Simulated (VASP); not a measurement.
# Pt (Fm-3m) in VASP: further runs

Pt is run at these levels: PBEsol; tasks: single point, relaxation of cell and atoms.

All numbers are computed with VASP 6.6.1; they aren't measurements. Logs are shortened: lines on timing, memory, paths and dates and some standing lists are left out, and cuts for length are marked.

## Step 1: The cell of the first run

Symmetry: Fm-3m, No. 225, cubic system. Conventional cell: a = 3.919 Å, b = 3.919 Å, c = 3.919 Å, α = 90.00°, β = 90.00°, γ = 90.00°. Within 3.7 Å of Pt (site symmetry m-3m) lie 12 Pt at 2.77 Å.

## Step 2: Single point, PBEsol

INCAR

```
  ALGO = Normal
  EDIFF = 1E-6
  ENCUT = 520
  GGA = PS
  ISIF = 2
  ISMEAR = -1
  LASPH = True
  LCHARG = True
  LELF = True
  LREAL = False
  LVHAR = True
  LWAVE = False
  NBANDS = 11
  NELM = 80
  PREC = Accurate
  SIGMA = 0.05
```

KPOINTS

```
k-points
0
Gamma
  10 10 10
```

POSCAR

```
Pt
1.0
    0.0000000000      1.9595155346      1.9595155346
    1.9595155346      0.0000000000      1.9595155346
    1.9595155346      1.9595155346      0.0000000000
Pt
1
Direct
    0.0000000000      0.0000000000      0.0000000000
```

Potentials or basis: VASP PAW PBE potentials, release 64 (Pt).

On the command line:

```sh
$ cat potpaw_PBE.64/Pt/POTCAR > POTCAR
$ mpirun -np 1 vasp_std > vasp.out
```

OUTCAR:

```text
EDIFF = 1E-6
   ENCUT = 520
   GGA = PS
   ISIF = 2
   ISMEAR = -1
   LASPH = True
   LREAL = False
   NELM = 80
   PREC = Accurate

 ion  position               nearest neighbor table
   1  0.000  0.000  0.000-

  LATTYP: Found a face centered cubic cell.
 ALAT       =     3.9190310692

  Lattice vectors:

 A1 = (   0.0000000000,   1.9595155346,   1.9595155346)
 A2 = (   1.9595155346,   0.0000000000,   1.9595155346)
 A3 = (   1.9595155346,   1.9595155346,   0.0000000000)

Analysis of symmetry for initial positions (statically):
=====================================================================
 Subroutine PRICEL returns:
 Original cell was already a primitive cell.

 Routine SETGRP: Setting up the symmetry group for a
 face centered cubic supercell.

 Subroutine GETGRP returns: Found 48 space group operations
 (whereof 48 operations were pure point group operations)
 out of a pool of 48 trial point group operations.

The static configuration has the point symmetry O_h .

Analysis of symmetry for dynamics (positions and initial velocities):
=====================================================================
 Subroutine PRICEL returns:
 Original cell was already a primitive cell.

 Routine SETGRP: Setting up the symmetry group for a
 face centered cubic supercell.

 Subroutine GETGRP returns: Found 48 space group operations
 (whereof 48 operations were pure point group operations)
 out of a pool of 48 trial point group operations.

The dynamic configuration has the point symmetry O_h .

 Subroutine INISYM returns: Found 48 space group operations
 (whereof 48 operations are pure point group operations),
 and found     1 'primitive' translations

----------------------------------------------------------------------------------------

                                     Primitive cell

  volume of cell :      15.0479

  direct lattice vectors                    reciprocal lattice vectors
     0.000000000  1.959515535  1.959515535    -0.255165112  0.255165112  0.255165112
     1.959515535  0.000000000  1.959515535     0.255165112 -0.255165112  0.255165112
     1.959515535  1.959515535  0.000000000     0.255165112  0.255165112 -0.255165112

  length of vectors
     2.771173445  2.771173445  2.771173445     0.441958938  0.441958938  0.441958938

  position of ions in fractional coordinates (direct lattice)
     0.000000000  0.000000000  0.000000000

  ion indices of the primitive-cell ions
   primitive index   ion index
                 1           1

----------------------------------------------------------------------------------------

 KPOINTS: k-points

Automatic generation of k-mesh.
 Grid dimensions read from file:
 generate k-points for:   10   10   10

 Generating k-lattice:

  Cartesian coordinates                     Fractional coordinates (reciprocal lattice)
    -0.025516511  0.025516511  0.025516511     0.100000000  0.000000000  0.000000000
     0.025516511 -0.025516511  0.025516511     0.000000000  0.100000000  0.000000000
     0.025516511  0.025516511 -0.025516511     0.000000000  0.000000000  0.100000000

  Length of vectors
     0.044195894  0.044195894  0.044195894

  Shift w.r.t. Gamma in fractional coordinates (k-lattice)
     0.000000000  0.000000000  0.000000000

 Subroutine IBZKPT returns following result:
 ===========================================

 Found     47 irreducible k-points:

 Following reciprocal coordinates:
            Coordinates               Weight
  0.000000  0.000000  0.000000      1.000000
  0.100000  0.000000  0.000000      8.000000
  0.200000  0.000000  0.000000      8.000000
  0.300000  0.000000  0.000000      8.000000
  0.400000  0.000000  0.000000      8.000000
  0.500000  0.000000  0.000000      4.000000
[... 16 lines left out ...]
  0.300000  0.300000  0.000000      6.000000
  0.400000  0.300000  0.000000     24.000000
 [... further k-points ...]
   k-points           NKPTS =     47   k-points in BZ     NKDIM =     47   number of bands    NBANDS=     11
   number of dos      NEDOS =    301   number of ions     NIONS =      1
   total plane-waves  NPLWV =  13824
   dimension x,y,z NGX =    24 NGY =   24 NGZ =   24
   dimension x,y,z NGXF=    48 NGYF=   48 NGZF=   48
   ions per type =               1
   NGX,Y,Z   is equivalent  to a cutoff of  14.40, 14.40, 14.40 a.u.
   NGXF,Y,Z  is equivalent  to a cutoff of  28.80, 28.80, 28.80 a.u.
 SYSTEM =  unknown system
   PREC   = accura    normal or accurate (medium, high low for compatibility)
   ISTART =      0    job   : 0-new  1-cont  2-samecut
   ICHARG =      2    charge: 1-file 2-atom 10-const
   ISPIN  =      1    spin polarized calculation?
   LNONCOLLINEAR =      F non collinear calculations
   LSORBIT =      F    spin-orbit coupling
   LASPH  =      T    aspherical Exc in radial PAW
   ENCUT  =  520.0 eV  38.22 Ry    6.18 a.u.   5.15  5.15  5.15*2*pi/ulx,y,z
   NELM   =     80;   NELMIN=  2; NELMDL= -5     # of ELM steps
   EDIFF  = 0.1E-05   stopping-criterion for ELM
   LREAL  =      F    real-space projection
   EDIFFG = 0.1E-04   stopping-criterion for IOM
   NSW    =      0    number of steps for IOM
   IBRION =     -1    ionic relax: 0-MD 1-quasi-New 2-CG
   NFREE  =      0    steps in history (QN), initial steepest desc. (CG)
   ISIF   =      2    stress and relaxation
   ISYM   =      2    0-nonsym 1-usesym 2-fastsym
   POTIM  = 0.5000    time-step for ionic-motion
   TEBEG  =    0.0;   TEEND  =   0.0 temperature during run
   PSTRESS=    0.0 pullay stress
   NELECT =      10.0000    total number of electrons
   NUPDOWN=      -1.0000    fix difference up-down
   EMIN   =  10.00;   EMAX   =-10.00  energy-range for DOS
   EFERMI =   0.00;   METHOD = LEGACY
   ISMEAR =    -1;   SIGMA  =   0.05  broadening in eV -4-tet -1-fermi 0-gaus
   EFERMI_NEDOS =   21; number of points for ismear=-14 and -15
   IALGO  =     38    algorithm
   IMIX   =      4    mixing-type and parameters
     AMIX     =   0.40;   BMIX     =  1.00
     AMIX_MAG =   1.60;   BMIX_MAG =  1.00
  volume/ion in A,a.u.               =      15.05       101.55
  Fermi-wavevector in a.u.,A,eV,Ry     =   1.428618  2.699697 27.768803  2.040949
  Thomas-Fermi vector in A             =   2.548660
   LORBIT       =      0    0 simple, 1 ext, 2 COOP (PROOUT), +10 PAW based schemes
   GGA     = PS    functional components
   LHFCALC =     F    Hartree Fock is set to
   AEXX    =    0.0000 exact exchange contribution
   IVDW    =     0    specifies the selected vdW correction
   LEPSILON=     F    determine dielectric tensor
   LRPA    =     F    only Hartree local field effects (RPA)
 non-spin polarized calculation
  energy-cutoff  :      520.00
  volume of cell :       15.05
 maximum number of plane-waves:       414
 NGX is ok and might be reduce to    24
   NGX = 11   NGY = 11   NGZ = 11

 number of electron      10.0000000 magnetization

 Free energy of the ion-electron system (eV)
  ---------------------------------------------------
  ext. energy  EPLUGINS =         0.00000000
  ---------------------------------------------------
  free energy    TOTEN  =        -6.95406699 eV

  energy without entropy =       -6.94217651  energy(sigma->0) =       -6.94812175

 E-fermi :  11.1577     XC(G=0): -13.6409

 val. band max:       11.0878615420   @ k =   0.4000   0.3000   0.0000
 cond. band min:      11.1592765842   @ k =   0.5000   0.5000   0.0000
 fundamental gap:      0.0714150422
 Fermi energy:        11.1576805648

 k-point     1 :       0.0000    0.0000    0.0000
  band No.  band energies     occupation
      1       0.8175      2.00000
      2       7.3232      2.00000
      3       7.3232      2.00000
      4       7.3232      2.00000
      5       9.5076      2.00000
      6       9.5076      2.00000
      7      25.7576      0.00000
      8      30.7249      0.00000
      9      30.7249      0.00000
     10      30.7249      0.00000
     11      36.0299      0.00000

 k-point     2 :       0.1000    0.0000    0.0000
  band No.  band energies     occupation
      1       1.2153      2.00000
      2       7.1538      2.00000
      3       7.4743      2.00000
      4       7.4743      2.00000
      5       9.4295      2.00000
      6       9.4295      2.00000
      7      26.3608      0.00000
      8      28.9470      0.00000
      9      31.3377      0.00000
     10      31.3377      0.00000
     11      37.6372      0.00000

 k-point     3 :       0.2000    0.0000    0.0000
  band No.  band energies     occupation
      1       2.2682      2.00000
      2       6.8964      2.00000
      3       7.7077      2.00000
      4       7.7077      2.00000
      5       9.4580      2.00000
      6       9.4580      2.00000
      7      26.0187      0.00000
      8      27.4830      0.00000
      9      32.9653      0.00000
     10      32.9653      0.00000
     11      35.1469      0.00000

 k-point     4 :       0.3000    0.0000    0.0000
  band No.  band energies     occupation
      1       3.3586      2.00000
      2       7.3322      2.00000
      3       7.6078      2.00000
      4       7.6078      2.00000
      5      10.0386      2.00000
      6      10.0386      2.00000
      7      22.6570      0.00000
      8      26.9818      0.00000
      9      33.3269      0.00000
     10      33.3269      0.00000
     11      35.3047      0.00000

 k-point     5 :       0.4000    0.0000    0.0000
  band No.  band energies     occupation
      1       3.7269      2.00000
      2       7.3671      2.00000
      3       7.3671      2.00000
      4       9.1161      2.00000
      5      10.8257      1.99739
      6      10.8257      1.99739
      7      19.0224      0.00000
      8      25.7613      0.00000
      9      31.0292      0.00000
     10      31.0292      0.00000
     11      38.3752      0.00000

 k-point     6 :       0.5000    0.0000    0.0000
  band No.  band energies     occupation
      1       3.7471      2.00000
      2       7.2622      2.00000
      3       7.2622      2.00000
      4      10.5796      1.99998
      5      11.1869      0.71578
      6      11.1869      0.71577
      7      16.9600      0.00000
      8      25.3091      0.00000
      9      30.0962      0.00000
     10      30.0962      0.00000
     11      39.5548      0.00000

 k-point     7 :       0.1000    0.1000    0.0000
  band No.  band energies     occupation
      1       1.3497      2.00000
      2       6.9784      2.00000
      3       7.6014      2.00000
      4       7.6014      2.00000
      5       9.1248      2.00000
      6       9.6489      2.00000
      7      26.5910      0.00000
      8      29.5753      0.00000
      9      30.7711      0.00000
     10      30.7711      0.00000
     11      38.9149      0.00000

 k-point     8 :       0.2000    0.1000    0.0000
  band No.  band energies     occupation
      1       2.2026      2.00000
      2       6.6380      2.00000
      3       7.8534      2.00000
      4       7.9071      2.00000
      5       8.9142      2.00000
      6       9.8077      2.00000
      7      27.3142      0.00000
      8      27.7261      0.00000
      9      31.0358      0.00000
     10      31.9342      0.00000
     11      36.0885      0.00000
[... 141 lines left out ...]
 k-point    19 :       0.5000    0.2000    0.0000
  band No.  band energies     occupation
      1       4.7114      2.00000
      2       6.4507      2.00000
      3       7.5565      2.00000
      4       8.3650      2.00000
      5      11.2737      0.17879
      6      13.8885      0.00000
      7      17.8923      0.00000
      8      26.0776      0.00000
      9      27.8582      0.00000
     10      29.1666      0.00000
     11      38.4718      0.00000

 k-point    20 :      -0.4000    0.2000    0.0000
  band No.  band energies     occupation
      1       4.8545      2.00000
      2       6.5129      2.00000
      3       7.8413      2.00000
      4       8.2261      2.00000
      5      10.7239      1.99966
      6      14.5819      0.00000
      7      17.4636      0.00000
      8      25.1637      0.00000
      9      28.2891      0.00000
     10      29.4146      0.00000
     11      37.6428      0.00000

 k-point    21 :      -0.3000    0.2000    0.0000
  band No.  band energies     occupation
      1       4.9337      2.00000
      2       6.7402      2.00000
      3       7.0540      2.00000
      4       8.2896      2.00000
      5       9.7118      2.00000
      6      12.9566      0.00000
      7      20.8236      0.00000
      8      25.1379      0.00000
      9      28.4075      0.00000
     10      32.2003      0.00000
     11      34.4554      0.00000

 k-point    22 :      -0.2000    0.2000    0.0000
  band No.  band energies     occupation
      1       4.2204      2.00000
      2       6.3625      2.00000
      3       7.3578      2.00000
      4       8.5277      2.00000
      5       8.7327      2.00000
      6      11.5457      0.00085
      7      23.8120      0.00000
      8      26.4829      0.00000
      9      29.4760      0.00000
     10      31.8528      0.00000
     11      35.1668      0.00000

 k-point    23 :       0.3000    0.3000    0.0000
  band No.  band energies     occupation
      1       4.1429      2.00000
      2       5.3073      2.00000
      3       8.3986      2.00000
      4       9.6429      2.00000
      5       9.6429      2.00000
      6      10.5405      1.99999
      7      26.6291      0.00000
      8      26.6291      0.00000
      9      27.8166      0.00000
     10      30.1951      0.00000
     11      31.4752      0.00000

 k-point    24 :       0.4000    0.3000    0.0000
  band No.  band energies     occupation
      1       4.4701      2.00000
      2       5.1177      2.00000
      3       8.4804      2.00000
      4       9.8225      2.00000
      5      11.0879      1.60322
      6      11.3469      0.04441
      7      23.0890      0.00000
      8      25.4280      0.00000
      9      25.9194      0.00000
     10      31.0385      0.00000
     11      33.2236      0.00000

 [... further k-points ...]
[... 5 lines left out ...]
  --------------------------------------------------------------------------------------
  -------------------------------------------------------------------------------------
  Total       -0.0384399     -0.0384399     -0.0384399      0.0000000     -0.0000000     -0.0000000
  in kB       -4.0927603     -4.0927603     -4.0927603      0.0000000     -0.0000000     -0.0000000
  external PRESSURE =      -4.0927603 kB  Pullay stress =       0.0000000 kB

 VOLUME and BASIS-vectors are now :
 -----------------------------------------------------------------------------
  energy-cutoff  :      520.00
  volume of cell :       15.05
      direct lattice vectors                 reciprocal lattice vectors
     0.000000000  1.959515535  1.959515535    -0.255165112  0.255165112  0.255165112
     1.959515535  0.000000000  1.959515535     0.255165112 -0.255165112  0.255165112
     1.959515535  1.959515535  0.000000000     0.255165112  0.255165112 -0.255165112

 POSITION                                       TOTAL-FORCE (eV/Angst)
 -----------------------------------------------------------------------------------
      0.00000      0.00000      0.00000         0.000000      0.000000      0.000000
 -----------------------------------------------------------------------------------
    total drift:                               -0.000000      0.000000     -0.000000

  FREE ENERGIE OF THE ION-ELECTRON SYSTEM (eV)
  ---------------------------------------------------
  free  energy   TOTEN  =        -6.9540669894 eV

  energy  without entropy=       -6.9421765133  energy(sigma->0) =       -6.94812175
```

It took 7.5 s on 1 thread of Intel Xeon Platinum 8259CL at 2.50GHz (Skylake/Cascade Lake), shared host; peak memory 0.14 GiB.

Results:

```
Free energy            : -6.9541 eV
Pressure               : -0.4 GPa
Band gap on the k mesh : zero (band 5 reaches 11.64 eV, above the bottom of band 6 at 9.43 eV)
```

Caveat: the PAW data sets were made with another functional, which shifts forces and pressure a little; spin-orbit coupling is left out, which moves the levels of the heavy elements.

## Step 3: Relaxation of cell and atoms, PBEsol

This run uses another cell than the first one, of 15.08 Å³/atom, 1.002 times its volume.

INCAR

```
PREC = Accurate
ENCUT = 600
EDIFF = 1E-6
ISMEAR = -1
SIGMA = 0.05
LREAL = F
LASPH = T
NELM = 80
ALGO = Normal
ISIF = 3
LWAVE = F
LCHARG = F
GGA = PS
IBRION = 2
NSW = 80
EDIFFG = -0.02
```

KPOINTS

```
regular mesh
0
Gamma
  10 10 10
```

POSCAR

```
Pt
1.0
    0.0000000000      1.9609000000      1.9609000000
    1.9609000000      0.0000000000      1.9609000000
    1.9609000000      1.9609000000      0.0000000000
Pt
1
Direct
    0.0000000000      0.0000000000      0.0000000000
```

Potentials or basis: VASP PAW PBE potentials, release 64 (Pt).

On the command line:

```sh
$ cat potpaw_PBE.64/Pt/POTCAR > POTCAR
$ mpirun -np 1 vasp_std > vasp.out
```

Run time: 14 s. Hardware: 1 thread of Intel Xeon Platinum 8259CL at 2.50GHz (Skylake/Cascade Lake), shared host; peak memory 0.14 GiB.

Results (log left out):

* Free energy: -6.9541 eV
* Relaxed volume: 15.03 Å³/atom
* Relaxed cell: a = 2.770 Å, b = 2.770 Å, c = 2.770 Å, α = 60.00°, β = 60.00°, γ = 60.00°
* Space group after relaxing (to 0.05 Å): Fm-3m (No. 225)
* Energy gained by relaxing: 0.1 meV/atom
* Ionic steps: 3
* Pressure after relaxing: 0.0 GPa
* Band gap on the k mesh: zero (band 5 reaches 11.66 eV, above the bottom of band 6 at 9.45 eV)

The path:
| step | energy change (eV) | largest force (eV/Å) | pressure (GPa) | volume (Å³) |
| --- | --- | --- | --- | --- |
| 1 | 0.0000 | 0.0000 | -0.92 | 15.08 |
| 2 | 0.0010 | 0.0000 | 2.77 | 14.89 |
| 3 | -0.0001 | 0.0000 | 0.03 | 15.03 |

Final structure:
```xyz
1
Lattice="0.0000 1.9588 1.9588 1.9588 0.0000 1.9588 1.9588 1.9588 0.0000" Properties=species:S:1:pos:R:3 pbc="T T T"
Pt    0.0000    0.0000    0.0000
```

Levels at points of the mesh, in eV from the Fermi level:
```
           k point  band 2  band 3  band 4  band 5  band 6  band 7  band 8  band 9
(0.00, 0.00, 0.00)   -3.84   -3.84   -3.84   -1.65   -1.65   14.60   19.57   19.57
(0.50, 0.00, 0.00)   -3.90   -3.90   -0.58    0.03    0.03    5.81   14.15   18.95
(0.50, 0.50, 0.00)   -6.70    0.00    0.48    0.48    1.68    8.85   11.33   11.33
```

Caveat: the PAW data sets were made with another functional, which shifts forces and pressure a little; spin-orbit coupling is left out, which moves the levels of the heavy elements.
